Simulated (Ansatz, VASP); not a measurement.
**Rh in VASP and in Ansatz**

File INCAR:

```
PREC = Accurate
ENCUT = 520
EDIFF = 1E-6
ISMEAR = -1
SIGMA = 0.05
LREAL = F
LASPH = T
NELM = 100
ALGO = Normal
ISIF = 2
LWAVE = F
LCHARG = F
GGA = CA
NBANDS = 14
```

The input KPOINTS:

```
regular mesh
0
Gamma
  18 18 18
```

The input POSCAR:

```
Rh
1.0
    0.0000000000      1.9403090147      1.9403090147
    1.9403090147      0.0000000000      1.9403090147
    1.9403090147      1.9403090147      0.0000000000
Rh
1
Direct
    0.0000000000      0.0000000000      0.0000000000
```

Input for Ansatz:

```yaml
crystal:
  lattice:
    - [0.0, 1.9403090147, 1.9403090147]
    - [1.9403090147, 0.0, 1.9403090147]
    - [1.9403090147, 1.9403090147, 0.0]
  atoms:
    - { symbol: Rh, position: [0.0, 0.0, 0.0] }
kpoints:
  mp_grid: { grid: [18, 18, 18] }
scf:
  occupations: { method: fermi_dirac, width: 0.05 }
hamiltonian:
  xc: lda
  pseudopotentials: { kind: all_electron, lapw: { basis_error: 0.0005 } }
output:
  forces: true
  stress: true
  eigenvalues: true
```

Change from the starting cell: volume scaled by 1.06.

Alike in both runs: task single point; functional LDA; k mesh 18 × 18 × 18; occupations fermi-dirac, width 0.05 eV; no spin polarisation.

|  | VASP | Ansatz |
| --- | --- | --- |
| version | VASP 6.6.1 | Ansatz 0.2.0 |
| potentials or method | VASP PAW LDA potentials, release 64 (Rh_pv), cutoff 520 eV | all-electron LAPW, scalar-relativistic |

Ansatz gave:

| Quantity | Value |
| --- | --- |
| pressure (GPa) | -24.5 |

**Question.** What did VASP give for the same quantities?

**Answer.** Pressure (GPa): -23.9.

LDA's correlation is that of Perdew and Zunger in VASP and of Perdew and Wang (1992) in Ansatz. Ansatz ran all-electron here, and VASP with PAW potentials.
